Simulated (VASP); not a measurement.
# BN in VASP: further runs

Runs on BN. Level: PBEsol. Tasks: single point.

Everything below comes from runs of VASP 6.6.1. Logs are shortened: lines on timing, memory, paths and dates and some standing lists are left out, and cuts for length are marked.

## (1) The cell of the first run

Symmetry: P-6m2, No. 187, hexagonal system. The conventional cell has a = 2.553 Å, b = 2.553 Å, c = 6.604 Å, α = 90.00°, β = 90.00°, γ = 120.00°. B (site symmetry -6m2) has 3 N at 1.47 Å within 2.0 Å. B (site symmetry -6m2) has 3 N at 1.47 Å within 2.0 Å. N (site symmetry -6m2) has 3 B at 1.47 Å within 2.0 Å. Within 2.0 Å of N (site symmetry -6m2) lie 3 B at 1.47 Å.

## (2) Single point, PBEsol (strained)

Input file INCAR:

```
ALGO     = Normal         # electronic algorithm
EDIFF    = 1E-6           # SCF threshold, eV
ENCUT    = 520            # plane-wave cutoff, eV
GGA      = PS             # functional
ISIF     = 2              # what is computed and relaxed
ISMEAR   = 0              # smearing method
LASPH    = True           # aspherical terms in the spheres
LCHARG   = True           # write CHGCAR
LELF     = True           # ELF
LREAL    = False          # projectors in reciprocal space
LVHAR    = True         
LWAVE    = False          # write WAVECAR
NBANDS   = 16             # bands
NELM     = 100            # most SCF steps
PREC     = Accurate       # precision mode
SIGMA    = 0.02           # smearing width, eV
```

Input file KPOINTS:

```
k-points
0
Gamma
  12 12 4
```

Input file POSCAR:

```
BN
1.0
    2.5531452424      0.0000000000      0.0000000000
   -1.2765726212      2.2110886394      0.0000000000
    0.0000000000      0.0000000000      6.6043011000
B N
2 2
Direct
    0.0000000000      0.0000000000      0.5000000000
    0.3333333333      0.6666666667      0.0000000000
    0.0000000000      0.0000000000      0.0000000000
    0.6666666667      0.3333333333      0.5000000000
```

Potentials or basis: VASP PAW PBE potentials, release 64 (B, N).

Launch:

```bash
cat potpaw_PBE.64/B/POTCAR potpaw_PBE.64/N/POTCAR > POTCAR
mpirun -np 1 vasp_std > vasp.out
```

OUTCAR:

```text
EDIFF = 1E-6
   ENCUT = 520
   GGA = PS
   ISIF = 2
   ISMEAR = 0
   LASPH = True
   LREAL = False
   NELM = 100
   PREC = Accurate

 ion  position               nearest neighbor table
   1  0.000  0.000  0.500-   4 1.47   4 1.47   4 1.47
   2  0.333  0.667  0.000-   3 1.47   3 1.47   3 1.47
   3  0.000  0.000  0.000-   2 1.47   2 1.47   2 1.47
   4  0.667  0.333  0.500-   1 1.47   1 1.47   1 1.47

  LATTYP: Found a hexagonal cell.
 ALAT       =     2.5531452424
 C/A-ratio  =     2.5867314520

  Lattice vectors:

 A1 = (   2.5531452424,   0.0000000000,   0.0000000000)
 A2 = (  -1.2765726212,   2.2110886394,   0.0000000000)
 A3 = (   0.0000000000,   0.0000000000,   6.6043011000)

Analysis of symmetry for initial positions (statically):
=====================================================================
 Subroutine PRICEL returns:
 Original cell was already a primitive cell.

 Routine SETGRP: Setting up the symmetry group for a
 hexagonal supercell.

 Subroutine GETGRP returns: Found 12 space group operations
 (whereof 12 operations were pure point group operations)
 out of a pool of 24 trial point group operations.

The static configuration has the point symmetry D_3h.

Analysis of symmetry for dynamics (positions and initial velocities):
=====================================================================
 Subroutine PRICEL returns:
 Original cell was already a primitive cell.

 Routine SETGRP: Setting up the symmetry group for a
 hexagonal supercell.

 Subroutine GETGRP returns: Found 12 space group operations
 (whereof 12 operations were pure point group operations)
 out of a pool of 24 trial point group operations.

The dynamic configuration has the point symmetry D_3h.

 Subroutine INISYM returns: Found 12 space group operations
 (whereof 12 operations are pure point group operations),
 and found     1 'primitive' translations

----------------------------------------------------------------------------------------

                                     Primitive cell

  volume of cell :      37.2828
[... 88 lines left out ...]
   LNONCOLLINEAR =      F non collinear calculations
   LSORBIT =      F    spin-orbit coupling
   LASPH  =      T    aspherical Exc in radial PAW
   ENCUT  =  520.0 eV  38.22 Ry    6.18 a.u.   4.75  4.75 12.28*2*pi/ulx,y,z
   NELM   =    100;   NELMIN=  2; NELMDL= -5     # of ELM steps
   EDIFF  = 0.1E-05   stopping-criterion for ELM
   LREAL  =      F    real-space projection
   EDIFFG = 0.1E-04   stopping-criterion for IOM
   NSW    =      0    number of steps for IOM
   IBRION =     -1    ionic relax: 0-MD 1-quasi-New 2-CG
   NFREE  =      0    steps in history (QN), initial steepest desc. (CG)
   ISIF   =      2    stress and relaxation
   ISYM   =      2    0-nonsym 1-usesym 2-fastsym
   POTIM  = 0.5000    time-step for ionic-motion
   TEBEG  =    0.0;   TEEND  =   0.0 temperature during run
   PSTRESS=    0.0 pullay stress
   NELECT =      16.0000    total number of electrons
   NUPDOWN=      -1.0000    fix difference up-down
   EMIN   =  10.00;   EMAX   =-10.00  energy-range for DOS
   EFERMI =   0.00;   METHOD = LEGACY
   ISMEAR =     0;   SIGMA  =   0.02  broadening in eV -4-tet -1-fermi 0-gaus
   EFERMI_NEDOS =   21; number of points for ismear=-14 and -15
   IALGO  =     38    algorithm
   IMIX   =      4    mixing-type and parameters
     AMIX     =   0.40;   BMIX     =  1.00
     AMIX_MAG =   1.60;   BMIX_MAG =  1.00
  volume/ion in A,a.u.               =       9.32        62.90
  Fermi-wavevector in a.u.,A,eV,Ry     =   1.234844  2.333516 20.746692  1.524839
  Thomas-Fermi vector in A             =   2.369517
   LORBIT       =      0    0 simple, 1 ext, 2 COOP (PROOUT), +10 PAW based schemes
   GGA     = PS    functional components
   LHFCALC =     F    Hartree Fock is set to
   AEXX    =    0.0000 exact exchange contribution
   IVDW    =     0    specifies the selected vdW correction
   LEPSILON=     F    determine dielectric tensor
   LRPA    =     F    only Hartree local field effects (RPA)
 non-spin polarized calculation
 Gauss-broadening in eV      SIGMA  =   0.02
  energy-cutoff  :      520.00
  volume of cell :       37.28
 maximum number of plane-waves:      1020
 NGX is ok and might be reduce to    20
   NGX =  9   NGY =  9   NGZ = 25

 number of electron      15.9999996 magnetization

 Free energy of the ion-electron system (eV)
  ---------------------------------------------------
  ext. energy  EPLUGINS =         0.00000000
  ---------------------------------------------------
  free energy    TOTEN  =       -36.48336486 eV

  energy without entropy =      -36.48336486  energy(sigma->0) =      -36.48336486

 E-fermi :   2.2214     XC(G=0): -10.2281

 val. band max:        2.0487955352   @ k =   0.3333   0.3333   0.5000
 cond. band min:       6.2030654060   @ k =   0.5000   0.0000   0.0000
 fundamental gap:      4.1542698707
 Fermi energy:         2.2214173916

 k-point     1 :       0.0000    0.0000    0.0000
  band No.  band energies     occupation
      1     -15.4536      2.00000
      2     -15.1129      2.00000
      3      -4.0464      2.00000
      4      -1.7860      2.00000
      5       0.5683      2.00000
      6       0.5683      2.00000
[... 433 lines left out ...]
      3      -4.8226      2.00000
      4      -4.6762      2.00000
      5      -1.5685      2.00000
      6      -1.4379      2.00000
[... 8 lines left out ...]
     15      17.9879      0.00000
     16      19.6028      0.00000

 [... further k-points ...]

------------------------ aborting loop because EDIFF is reached ----------------------------------------

  FORCE on cell =-STRESS in cart. coord.  units (eV):
  Direction    XX          YY          ZZ          XY          YZ          ZX
  --------------------------------------------------------------------------------------
  -------------------------------------------------------------------------------------
  Total       -4.3928099     -4.3928099      0.1679666      0.0000000      0.0000000      0.0000000
  in kB     -188.7749864   -188.7749864      7.2181332      0.0000000      0.0000000      0.0000000
  external PRESSURE =    -123.4439465 kB  Pullay stress =       0.0000000 kB

 VOLUME and BASIS-vectors are now :
 -----------------------------------------------------------------------------
  energy-cutoff  :      520.00
  volume of cell :       37.28
      direct lattice vectors                 reciprocal lattice vectors
     2.553145242  0.000000000  0.000000000     0.391673761  0.226132951  0.000000000
    -1.276572621  2.211088639  0.000000000     0.000000000  0.452265903  0.000000000
     0.000000000  0.000000000  6.604301100     0.000000000  0.000000000  0.151416476

 POSITION                                       TOTAL-FORCE (eV/Angst)
 -----------------------------------------------------------------------------------
      0.00000      0.00000      3.30215        -0.000000     -0.000000      0.000000
     -0.00000      1.47406      0.00000        -0.000000     -0.000000      0.000000
      0.00000      0.00000      0.00000         0.000000     -0.000000      0.000000
      1.27657      0.73703      3.30215        -0.000000      0.000000      0.000000
 -----------------------------------------------------------------------------------
    total drift:                               -0.000001      0.000001      0.000000

  FREE ENERGIE OF THE ION-ELECTRON SYSTEM (eV)
  ---------------------------------------------------
  free  energy   TOTEN  =       -36.4833648567 eV

  energy  without entropy=      -36.4833648567  energy(sigma->0) =      -36.48336486
```

OSZICAR:

```text
N       E                     dE             d eps       ncg     rms          rms(c)
DAV:   1     0.411441975641E+02    0.41144E+02   -0.76491E+03  1824   0.925E+02
DAV:   2    -0.363203494188E+02   -0.77465E+02   -0.69278E+02  2552   0.208E+02
DAV:   3    -0.395160183536E+02   -0.31957E+01   -0.31767E+01  2400   0.404E+01
DAV:   4    -0.395359279367E+02   -0.19910E-01   -0.19907E-01  2248   0.357E+00
DAV:   5    -0.395361071311E+02   -0.17919E-03   -0.17919E-03  2328   0.330E-01    0.105E+01
DAV:   6    -0.367864323531E+02    0.27497E+01   -0.45773E+00  2344   0.163E+01    0.475E+00
DAV:   7    -0.365625459463E+02    0.22389E+00   -0.43676E-01  2432   0.491E+00    0.298E+00
DAV:   8    -0.364872579947E+02    0.75288E-01   -0.19588E-01  2400   0.293E+00    0.449E-01
DAV:   9    -0.364828693096E+02    0.43887E-02   -0.13192E-02  2120   0.911E-01    0.163E-01
DAV:  10    -0.364833054241E+02   -0.43611E-03   -0.93179E-04  2368   0.233E-01    0.299E-02
DAV:  11    -0.364833540932E+02   -0.48669E-04   -0.43557E-05  2336   0.549E-02    0.173E-02
DAV:  12    -0.364833647051E+02   -0.10612E-04   -0.13209E-05  2120   0.259E-02    0.420E-03
DAV:  13    -0.364833648567E+02   -0.15161E-06   -0.78627E-07  1904   0.678E-03
   1 F= -.36483365E+02 E0= -.36483365E+02  d E =-.173766E-36
```

Wall time 28 s (1 thread of AMD EPYC 9R45 (Zen 5), shared host); peak memory 0.13 GiB.

What came out:

```yaml
Free_energy: -36.4834 eV
Pressure: -12.3 GPa
Band_gap_on_the_k_mesh: 4.15 eV, indirect (least direct gap 4.24 eV)
```

Levels at points of the mesh, in eV from the valence-band top:
```tsv
k point	band 4	band 5	band 6	band 7	band 8	band 9	band 10	band 11	band 12	band 13
(0.00, 0.00, 0.00)	-3.83	-1.48	-1.48	-1.35	-1.35	4.99	9.89	10.96	10.96	11.10
(0.50, 0.00, 0.00)	-8.62	-4.15	-4.01	-1.33	-0.66	4.15	5.32	8.96	9.07	12.30
(0.00, 0.00, 0.50)	-5.05	-1.48	-1.48	-1.36	-1.36	7.31	7.35	10.97	10.97	11.08
(0.50, 0.00, 0.50)	-8.67	-4.14	-4.02	-0.99	-0.87	4.40	4.48	9.15	9.27	13.04
```

Caveat: the cell differs from its parent crystal (strained); the PAW data sets were made with another functional, which shifts forces and pressure a little; this functional lacks dispersion, which binds the layers, so the pressure and a relaxed spacing across them are unreliable.

## (3) Single point, PBEsol (atoms moved at random and the cell strained at random)

Input file INCAR:

```
PREC     = Accurate       # precision mode
ENCUT    = 520            # plane-wave cutoff, eV
EDIFF    = 1E-7           # SCF threshold, eV
ISMEAR   = 0              # smearing method
SIGMA    = 0.02           # smearing width, eV
LREAL    = False          # projectors in reciprocal space
LASPH    = True           # aspherical terms in the spheres
NELM     = 80             # most SCF steps
ALGO     = Normal         # electronic algorithm
ISIF     = 2              # what is computed and relaxed
LWAVE    = False          # write WAVECAR
LCHARG   = True           # write CHGCAR
GGA      = PS             # functional
LELF     = True           # ELF
LVHAR    = True         
NBANDS   = 16             # bands
```

Input file KPOINTS:

```
Automatic mesh
0
Gamma
  12 12 4
```

Input file POSCAR:

```
BN
1.0
    2.5518400432      0.0223138855      0.0207074866
   -1.2565956299      2.1399152225     -0.0060062986
    0.0551925000      0.0133800000      6.5812875000
B N
2 2
Direct
   -0.0164816350      0.0152917414      0.4994424514
    0.3528357149      0.6623008837     -0.0047443946
    0.0047827737      0.0063623581     -0.0034215247
    0.6588631464      0.3160450168      0.5087234679
```

Potentials or basis: VASP PAW PBE potentials, release 64 (B, N).

Launch:

```bash
cat potpaw_PBE.64/B/POTCAR potpaw_PBE.64/N/POTCAR > POTCAR
mpirun -np 1 vasp_std > vasp.out
```

It took 2.2 min on 1 thread of AMD EPYC 9R45 (Zen 5), shared host; peak memory 0.22 GiB.

It converged, with:

| Item | Value |
| --- | --- |
| Free energy | -36.2530 eV |
| Pressure | -1.1 GPa |
| Largest force | 4.218 eV/Å |
| Band gap on the k mesh | 4.00 eV, indirect (least direct gap 4.42 eV) |

Forces in eV/Å, atoms in the order of the input:
```
B    3.236 -2.572  0.772
B   -1.631  1.228  0.074
N    1.637 -1.229 -0.035
N   -3.242  2.573 -0.810
```

Stress tensor (GPa, compression positive):
```
-8.59 -8.00 -0.99
-8.00  4.74  0.58
-0.99  0.58  0.64
```

Levels at points of the mesh, in eV from the valence-band top:
```
           k point  band 5  band 6  band 7  band 8  band 9  band 10  band 11  band 12
(0.00, 0.00, 0.00)   -2.26   -2.03   -0.69   -0.17    5.03    10.10    10.18    10.54
(0.50, 0.00, 0.00)   -3.74   -3.60   -1.47   -0.83    4.13     5.46     9.65     9.87
(0.00, 0.50, 0.00)   -4.59   -4.23   -1.29   -0.50    4.27     5.91     8.78     8.94
(0.50, 0.50, 0.00)   -4.49   -3.52   -1.34   -0.53    4.17     5.42     9.32     9.66
(0.00, 0.00, 0.50)   -2.26   -2.03   -0.69   -0.17    7.15     7.77    10.14    10.55
(0.50, 0.00, 0.50)   -3.73   -3.61   -1.15   -1.01    4.26     4.69     9.91    10.16
(0.00, 0.50, 0.50)   -4.58   -4.23   -0.97   -0.73    4.44     5.18     8.97     9.08
(0.50, 0.50, 0.50)   -4.49   -3.53   -1.16   -0.55    4.00     4.98     9.53     9.87
```

Caveat: the cell differs from its parent crystal (atoms moved at random and the cell strained at random); the PAW data sets were made with another functional, which shifts forces and pressure a little.
